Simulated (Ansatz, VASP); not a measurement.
**Two plane-wave programs on Sb**

POSCAR

```
Sb
1.0
    3.3545324186      0.0000000000      0.0000000000
   -1.6772662093      2.9051102923      0.0000000000
    0.0000000000      0.0000000000      5.4701606500
Sb
2
Direct
    0.6666666667      0.3333333333      0.7500000000
    0.3333333333      0.6666666667      0.2500000000
```

INCAR.step1

```
PREC = Accurate ; ENCUT = 520
EDIFF = 1E-5 ; ISMEAR = -1
SIGMA = 0.05 ; LREAL = F
LASPH = T ; NELM = 60
ALGO = Normal ; ISIF = 2
LWAVE = T ; LCHARG = F
NBANDS = 12 ; GGA = PE
```

INCAR.step2

```
PREC = Accurate ; ENCUT = 520
EDIFF = 1E-6 ; ISMEAR = -1
SIGMA = 0.05 ; LREAL = F
LASPH = T ; NELM = 60
ALGO = Normal ; ISIF = 2
LWAVE = F ; LCHARG = F
METAGGA = R2SCAN ; LHFCALC = T
AEXX = 0.1 ; LMIXTAU = T
PRECFOCK = Normal ; NBANDS = 12
ISTART = 1
```

KPOINTS

```
Automatic mesh
0
Gamma
  5 5 3
```

Contents of input.yaml:

```yaml
crystal:
  lattice:
    - [3.3545324186, 0.0, 0.0]
    - [-1.6772662093, 2.9051102923, 0.0]
    - [0.0, 0.0, 5.47016065]
  atoms:
    - { symbol: Sb, position: [0.6666666667, 0.3333333333, 0.75] }
    - { symbol: Sb, position: [0.3333333333, 0.6666666667, 0.25] }
hamiltonian:
  xc: { exchange: r2scan, correlation: r2scan, exx: { coeff: 0.1 } }
  pseudopotentials: { kind: paw }
kpoints:
  mp_grid: { grid: [5, 5, 3] }
scf:
  occupations: { method: fermi_dirac, width: 0.05 }
output:
  forces: true
  stress: true
  eigenvalues: true
```

Alike in both runs: task single point; functional r2SCAN-based global hybrid with a share of 0.1 of exact exchange; k mesh 5 × 5 × 3; occupations fermi-dirac, width 0.05 eV; no spin polarisation.

|  | VASP | Ansatz |
| --- | --- | --- |
| version | VASP 6.6.1 | Ansatz 0.2.0 |
| potentials or method | VASP PAW PBE potentials, release 64 (Sb) | Ansatz PAW |
| plane-wave cutoff (eV) | 520 | 500 |
| valence electrons in the cell | 10 | 30 |

|  | VASP | Ansatz | Ansatz less VASP |
| --- | --- | --- | --- |
| gap on the k mesh at the Fermi level (eV) | none | none | - |
| pressure (GPa) | -1.7 | -1.2 | +0.46 |
| traceless stress, the component that is largest in VASP (GPa) | 3.97 | 3.97 | -0.003 |

VASP's potentials were made for PBE, not for r2SCAN-based global hybrid. A gap of «none» marks a metal or a gap that the smearing closes. VASP's potentials hold 10 valence electrons a cell and Ansatz's 30, so a difference there can come from the potentials and not from the codes.

The k mesh is coarse, so the values compare programs but aren't converged. Spin-orbit coupling is off throughout.
